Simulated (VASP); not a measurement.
# BP (F-43m) in VASP: further runs

BP is run at these levels: PBEsol; tasks: single point.

All numbers are computed with VASP 6.6.1; they aren't measurements. Logs are shortened: lines on timing, memory, paths and dates and some standing lists are left out, and cuts for length are marked.

## 1. The cell of the first run

The structure is cubic, space group F-43m (No. 216). The conventional cell has a = 4.508 Å, b = 4.508 Å, c = 4.508 Å, α = 90.00°, β = 90.00°, γ = 90.00°. P (site symmetry -43m) has 4 B at 1.95 Å within 2.6 Å. B (site symmetry -43m) has 4 P at 1.95 Å within 2.6 Å.

## 2. Single point, PBEsol

Contents of INCAR:

```
SYSTEM = BP
ALGO     = Normal         ! electronic algorithm
EDIFF    = 1E-6           ! SCF threshold, eV
ENCUT    = 520            ! plane-wave cutoff, eV
GGA      = PS             ! functional
ISIF     = 2              ! what is computed and relaxed
ISMEAR   = -1             ! smearing method
LASPH    = .True.         ! aspherical terms in the spheres
LCHARG   = .False.        ! write CHGCAR
LREAL    = .False.        ! projectors in reciprocal space
LWAVE    = .False.        ! write WAVECAR
NBANDS   = 11             ! bands
NELM     = 60             ! most SCF steps
PREC     = Accurate       ! precision mode
SIGMA    = 0.05           ! smearing width, eV
```

Contents of KPOINTS:

```
k-points
0
Gamma
  10 10 10
  0 0 0
```

Contents of POSCAR:

```
BP
1.0
    0.0000000000      2.2537713532      2.2537713532
    2.2537713532      0.0000000000      2.2537713532
    2.2537713532      2.2537713532      0.0000000000
P B
1 1
Direct
    0.7500000000      0.7500000000      0.7500000000
    0.0000000000      0.0000000000      0.0000000000
```

Potentials or basis: VASP PAW PBE potentials, release 64 (P, B).

On the command line:

```sh
cat potpaw_PBE.64/P/POTCAR potpaw_PBE.64/B/POTCAR > POTCAR
mpirun -np 1 vasp_std > vasp.out
```

OUTCAR:

```text
SYSTEM = BP
   EDIFF = 1E-6
   ENCUT = 520
   GGA = PS
   ISIF = 2
   ISMEAR = -1
   LASPH = .True.
   LREAL = .False.
   NELM = 60
   PREC = Accurate

 ion  position               nearest neighbor table
   1  0.750  0.750  0.750-   2 1.95   2 1.95   2 1.95   2 1.95
   2  0.000  0.000  0.000-   1 1.95   1 1.95   1 1.95   1 1.95

  LATTYP: Found a face centered cubic cell.
 ALAT       =     4.5075427064

  Lattice vectors:

 A1 = (   0.0000000000,   2.2537713532,   2.2537713532)
 A2 = (   2.2537713532,   0.0000000000,   2.2537713532)
 A3 = (   2.2537713532,   2.2537713532,   0.0000000000)

Analysis of symmetry for initial positions (statically):
=====================================================================
 Subroutine PRICEL returns:
 Original cell was already a primitive cell.

 Routine SETGRP: Setting up the symmetry group for a
 face centered cubic supercell.

 Subroutine GETGRP returns: Found 24 space group operations
 (whereof 24 operations were pure point group operations)
 out of a pool of 48 trial point group operations.

The static configuration has the point symmetry T_d .

Analysis of symmetry for dynamics (positions and initial velocities):
=====================================================================
 Subroutine PRICEL returns:
 Original cell was already a primitive cell.

 Routine SETGRP: Setting up the symmetry group for a
 face centered cubic supercell.

 Subroutine GETGRP returns: Found 24 space group operations
 (whereof 24 operations were pure point group operations)
 out of a pool of 48 trial point group operations.

The dynamic configuration has the point symmetry T_d .

 Subroutine INISYM returns: Found 24 space group operations
 (whereof 24 operations are pure point group operations),
 and found     1 'primitive' translations

----------------------------------------------------------------------------------------

                                     Primitive cell

  volume of cell :      22.8960

  direct lattice vectors                    reciprocal lattice vectors
     0.000000000  2.253771353  2.253771353    -0.221850366  0.221850366  0.221850366
     2.253771353  0.000000000  2.253771353     0.221850366 -0.221850366  0.221850366
     2.253771353  2.253771353  0.000000000     0.221850366  0.221850366 -0.221850366

  length of vectors
     3.187314014  3.187314014  3.187314014     0.384256106  0.384256106  0.384256106

  position of ions in fractional coordinates (direct lattice)
     0.750000000  0.750000000  0.750000000
     0.000000000  0.000000000  0.000000000

  ion indices of the primitive-cell ions
   primitive index   ion index
                 1           1
                 2           2

----------------------------------------------------------------------------------------

 KPOINTS: k-points

Automatic generation of k-mesh.
 Grid dimensions read from file:
 generate k-points for:   10   10   10

 Generating k-lattice:

  Cartesian coordinates                     Fractional coordinates (reciprocal lattice)
    -0.022185037  0.022185037  0.022185037     0.100000000  0.000000000  0.000000000
     0.022185037 -0.022185037  0.022185037     0.000000000  0.100000000  0.000000000
     0.022185037  0.022185037 -0.022185037     0.000000000  0.000000000  0.100000000

  Length of vectors
     0.038425611  0.038425611  0.038425611

  Shift w.r.t. Gamma in fractional coordinates (k-lattice)
     0.000000000  0.000000000  0.000000000

 Subroutine IBZKPT returns following result:
 ===========================================

 Found     47 irreducible k-points:

 Following reciprocal coordinates:
            Coordinates               Weight
  0.000000  0.000000  0.000000      1.000000
  0.100000  0.000000  0.000000      8.000000
  0.200000  0.000000  0.000000      8.000000
  0.300000  0.000000  0.000000      8.000000
  0.400000  0.000000  0.000000      8.000000
  0.500000  0.000000  0.000000      4.000000
[... 16 lines left out ...]
  0.300000  0.300000  0.000000      6.000000
  0.400000  0.300000  0.000000     24.000000
 [... further k-points ...]
   k-points           NKPTS =     47   k-points in BZ     NKDIM =     47   number of bands    NBANDS=     11
   number of dos      NEDOS =    301   number of ions     NIONS =      2
   total plane-waves  NPLWV =  13824
   dimension x,y,z NGX =    24 NGY =   24 NGZ =   24
   dimension x,y,z NGXF=    48 NGYF=   48 NGZF=   48
   ions per type =               1   1
   NGX,Y,Z   is equivalent  to a cutoff of  12.52, 12.52, 12.52 a.u.
   NGXF,Y,Z  is equivalent  to a cutoff of  25.04, 25.04, 25.04 a.u.
 SYSTEM =  BP
   PREC   = accura    normal or accurate (medium, high low for compatibility)
   ISTART =      0    job   : 0-new  1-cont  2-samecut
   ICHARG =      2    charge: 1-file 2-atom 10-const
   ISPIN  =      1    spin polarized calculation?
   LNONCOLLINEAR =      F non collinear calculations
   LSORBIT =      F    spin-orbit coupling
   LASPH  =      T    aspherical Exc in radial PAW
   ENCUT  =  520.0 eV  38.22 Ry    6.18 a.u.   5.93  5.93  5.93*2*pi/ulx,y,z
   NELM   =     60;   NELMIN=  2; NELMDL= -5     # of ELM steps
   EDIFF  = 0.1E-05   stopping-criterion for ELM
   LREAL  =      F    real-space projection
   EDIFFG = 0.1E-04   stopping-criterion for IOM
   NSW    =      0    number of steps for IOM
   IBRION =     -1    ionic relax: 0-MD 1-quasi-New 2-CG
   NFREE  =      0    steps in history (QN), initial steepest desc. (CG)
   ISIF   =      2    stress and relaxation
   ISYM   =      2    0-nonsym 1-usesym 2-fastsym
   POTIM  = 0.5000    time-step for ionic-motion
   TEBEG  =    0.0;   TEEND  =   0.0 temperature during run
   PSTRESS=    0.0 pullay stress
   NELECT =       8.0000    total number of electrons
   NUPDOWN=      -1.0000    fix difference up-down
   EMIN   =  10.00;   EMAX   =-10.00  energy-range for DOS
[... 5 lines left out ...]
     AMIX     =   0.40;   BMIX     =  1.00
     AMIX_MAG =   1.60;   BMIX_MAG =  1.00
  volume/ion in A,a.u.               =      11.45        77.25
  Fermi-wavevector in a.u.,A,eV,Ry     =   1.153059  2.178966 18.089568  1.329546
  Thomas-Fermi vector in A             =   2.289706
   LORBIT       =      0    0 simple, 1 ext, 2 COOP (PROOUT), +10 PAW based schemes
   GGA     = PS    functional components
   LHFCALC =     F    Hartree Fock is set to
   AEXX    =    0.0000 exact exchange contribution
   IVDW    =     0    specifies the selected vdW correction
   LEPSILON=     F    determine dielectric tensor
   LRPA    =     F    only Hartree local field effects (RPA)
 non-spin polarized calculation
  energy-cutoff  :      520.00
  volume of cell :       22.90
 maximum number of plane-waves:       636
   NGX = 11   NGY = 11   NGZ = 11

 number of electron       8.0000001 magnetization

 Free energy of the ion-electron system (eV)
  ---------------------------------------------------
  ext. energy  EPLUGINS =         0.00000000
  ---------------------------------------------------
  free energy    TOTEN  =       -13.67255120 eV

  energy without entropy =      -13.67255102  energy(sigma->0) =      -13.67255111

 E-fermi :   8.1793     XC(G=0): -11.1311

 val. band max:        7.6459813019   @ k =   0.0000   0.0000   0.0000
 cond. band min:       8.7506434448   @ k =   0.4000   0.4000   0.0000
 fundamental gap:      1.1046621429
 Fermi energy:         8.1792579815

 k-point     1 :       0.0000    0.0000    0.0000
  band No.  band energies     occupation
      1      -8.0336      2.00000
      2       7.6460      1.99995
      3       7.6460      1.99995
      4       7.6460      1.99995
      5      11.0333      0.00000
      6      11.0333      0.00000
      7      11.0333      0.00000
      8      15.2964      0.00000
      9      19.0284      0.00000
     10      19.8272      0.00000
     11      19.8272      0.00000

 k-point     2 :       0.1000    0.0000    0.0000
  band No.  band energies     occupation
      1      -7.8499      2.00000
      2       6.3171      2.00000
      3       7.3422      2.00000
      4       7.3422      2.00000
      5      11.4528      0.00000
      6      11.4528      0.00000
      7      11.4893      0.00000
      8      15.7930      0.00000
      9      19.0947      0.00000
     10      19.0947      0.00000
     11      19.6174      0.00000

 k-point     3 :       0.2000    0.0000    0.0000
  band No.  band energies     occupation
      1      -7.3051      2.00000
      2       3.9316      2.00000
      3       6.7707      2.00000
      4       6.7707      2.00000
      5      11.7171      0.00000
      6      12.1812      0.00000
      7      12.1812      0.00000
      8      16.8762      0.00000
      9      18.4656      0.00000
     10      18.4656      0.00000
     11      20.5078      0.00000

 k-point     4 :       0.3000    0.0000    0.0000
  band No.  band energies     occupation
      1      -6.4279      2.00000
      2       1.5255      2.00000
      3       6.2739      2.00000
      4       6.2739      2.00000
      5      11.6444      0.00000
      6      12.4902      0.00000
      7      12.4902      0.00000
      8      17.6361      0.00000
      9      19.0680      0.00000
     10      19.0680      0.00000
     11      20.8380      0.00000
[... 239 lines left out ...]
 k-point    22 :      -0.2000    0.2000    0.0000
  band No.  band energies     occupation
      1      -6.1303      2.00000
      2       2.3305      2.00000
      3       3.3490      2.00000
      4       6.3785      2.00000
      5      12.1075      0.00000
      6      12.9753      0.00000
      7      14.0663      0.00000
      8      16.0360      0.00000
      9      17.0843      0.00000
     10      21.2961      0.00000
     11      23.6177      0.00000

 k-point    23 :       0.3000    0.3000    0.0000
  band No.  band energies     occupation
      1      -5.8748      2.00000
      2       2.7948      2.00000
      3       4.3387      2.00000
      4       4.3387      2.00000
      5       9.0584      0.00000
      6      11.4122      0.00000
      7      16.6122      0.00000
      8      16.6122      0.00000
      9      20.9233      0.00000
     10      22.1237      0.00000
     11      24.2480      0.00000

 k-point    24 :       0.4000    0.3000    0.0000
  band No.  band energies     occupation
      1      -5.0294      2.00000
      2       1.4375      2.00000
      3       3.4810      2.00000
      4       4.0387      2.00000
      5       9.3426      0.00000
      6      11.1369      0.00000
      7      17.2307      0.00000
      8      17.2440      0.00000
      9      21.8153      0.00000
     10      23.0245      0.00000
     11      24.8576      0.00000

 [... further k-points ...]
[... 5 lines left out ...]
  --------------------------------------------------------------------------------------
  -------------------------------------------------------------------------------------
  Total        0.2208164      0.2208164      0.2208164      0.0000000      0.0000000      0.0000000
  in kB       15.4519186     15.4519186     15.4519186      0.0000000      0.0000000      0.0000000
  external PRESSURE =      15.4519186 kB  Pullay stress =       0.0000000 kB

 VOLUME and BASIS-vectors are now :
 -----------------------------------------------------------------------------
  energy-cutoff  :      520.00
  volume of cell :       22.90
      direct lattice vectors                 reciprocal lattice vectors
     0.000000000  2.253771353  2.253771353    -0.221850366  0.221850366  0.221850366
     2.253771353  0.000000000  2.253771353     0.221850366 -0.221850366  0.221850366
     2.253771353  2.253771353  0.000000000     0.221850366  0.221850366 -0.221850366

 POSITION                                       TOTAL-FORCE (eV/Angst)
 -----------------------------------------------------------------------------------
      3.38066      3.38066      3.38066        -0.000000     -0.000000     -0.000000
      0.00000      0.00000      0.00000         0.000000      0.000000      0.000000
 -----------------------------------------------------------------------------------
    total drift:                               -0.000000     -0.000000     -0.000000

  FREE ENERGIE OF THE ION-ELECTRON SYSTEM (eV)
  ---------------------------------------------------
  free  energy   TOTEN  =       -13.6725511963 eV

  energy  without entropy=      -13.6725510199  energy(sigma->0) =      -13.67255111
```

Wall time 4.7 s (1 thread of Intel Xeon Platinum 8488C (Sapphire Rapids), shared host); peak memory 0.13 GiB.

What came out:

```yaml
Free_energy: -13.6726 eV
Pressure: 1.5 GPa
Band_gap_on_the_k_mesh: 1.10 eV, indirect (least direct gap 3.39 eV)
```

Caveat: the PAW data sets were made with another functional, which shifts forces and pressure a little.

(Continued in part 2 of 2.)
